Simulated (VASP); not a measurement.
## BN: relaxation of the atoms with PBE+D3(BJ)

Crystal: BN.

```xyz
6
Lattice="2.5061 0.0000 0.0000 -1.2531 2.1704 0.0000 0.0000 0.0000 9.6870" Properties=species:S:1:pos:R:3 pbc="T T T"
B     0.0000    0.0000    0.0029
B     1.2531    0.7235    3.2319
B     0.0000    1.4469    6.4609
N     1.2531    0.7235    0.0058
N     0.0000    1.4469    3.2348
N     0.0000    0.0000    6.4638
```

This cell differs from its parent crystal: strain along c alone, the other axes held: -2.0 %.

```json
{
  "Program": "VASP 6.6.1",
  "Task": "relaxation of the atoms",
  "Functional": "PBE",
  "Dispersion": "D3(BJ)",
  "Potentials or basis": "VASP PAW PBE potentials, release 64 (B, N)",
  "Cutoff": "520 eV",
  "k mesh": "12 × 12 × 4",
  "Occupations": "gaussian, width 0.02 eV",
  "Spin": "no spin polarisation",
  "Dipole correction": "no",
  "Further INCAR settings": "ALGO = Normal; EDIFF = 1e-06; IBRION = 2; EDIFFG = -0.008; NSW = 60"
}
```

```json
{
  "Energy gained by relaxing": "0.0 meV/atom",
  "Ionic steps": "2",
  "Pressure after relaxing": "0.3 GPa",
  "Band gap on the k mesh": "4.18 eV",
  "Dispersion energy per atom": "-0.146 eV"
}
```

Stress tensor (GPa, compression positive):
```
0.12 0.00 0.00
0.00 0.12 0.00
0.00 0.00 0.52
```

Final structure:
```yaml
crystal:
  lattice:
    - [2.50611, 0.00000, 0.00000]
    - [-1.25306, 2.17036, 0.00000]
    - [0.00000, 0.00000, 9.68696]
  atoms:
    - { symbol: B, position: [0.00000, 0.00000, 0.00025] }
    - { symbol: B, position: [0.66667, 0.33333, 0.33358] }
    - { symbol: B, position: [0.33333, 0.66667, 0.66692] }
    - { symbol: N, position: [0.66667, 0.33333, 0.00065] }
    - { symbol: N, position: [0.33333, 0.66667, 0.33398] }
    - { symbol: N, position: [0.00000, 0.00000, 0.66732] }
```

Levels at points of the mesh, in eV from the valence-band top:
```tsv
k point	band 9	band 10	band 11	band 12	band 13	band 14	band 15	band 16
(0.00, 0.00, 0.00)	-1.31	-1.31	-1.29	-1.29	5.44	9.19	9.19	11.58
(0.50, 0.00, 0.00)	-4.07	-1.25	-0.77	-0.77	4.18	5.25	5.25	9.79
(0.00, 0.00, 0.50)	-1.29	-1.29	-1.29	-1.29	6.71	6.71	10.57	11.56
(0.50, 0.00, 0.50)	-4.05	-1.13	-1.13	-0.52	4.61	4.61	5.34	9.81
```

It took 2.1 min on 1 thread of AMD EPYC 7R43 64-Core Processor (Zen 3) (shared host), peak memory 0.17 GiB.

Caveat: the cell differs from its parent crystal (strain along c alone, the other axes held: -2.0 %). A k mesh can miss the band edges.
